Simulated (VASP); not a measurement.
Input of a VASP 6.6.1 run:

INCAR

```
SYSTEM = CuI
PREC = Accurate
ENCUT = 520
EDIFF = 1E-7
ISMEAR = 0
SIGMA = 0.015
LREAL = .False.
LASPH = .True.
NELM = 80
ALGO = Normal
ISIF = 2
LWAVE = .False.
LCHARG = .False.
GGA = PE
NBANDS = 16
```

Contents of KPOINTS:

```
Automatic mesh
0
Gamma
  8 8 8
  0 0 0
```

The input POSCAR:

```
CuI
1.0
    0.0000000000      3.0315000000      3.0315000000
    3.0315000000      0.0000000000      3.0315000000
    3.0315000000      3.0315000000      0.0000000000
I Cu
1 1
Direct
    0.0000000000      0.0000000000      0.0000000000
    0.7500000000      0.7500000000      0.7500000000
```

Potentials or basis: VASP PAW PBE potentials, release 64 (I, Cu).

Command:

```bash
$ cat potpaw_PBE.64/I/POTCAR potpaw_PBE.64/Cu/POTCAR > POTCAR
$ mpirun -np 1 vasp_std > vasp.out
```

Q: Predict the pressure.

A: 0.3 GPa.

Q: Predict the band gap on the k mesh.

A: 1.14 eV.

Caveat: spin-orbit coupling is left out, which moves the levels of the heavy elements. A hybrid or GW would open this gap; PBE tends to underestimate it.
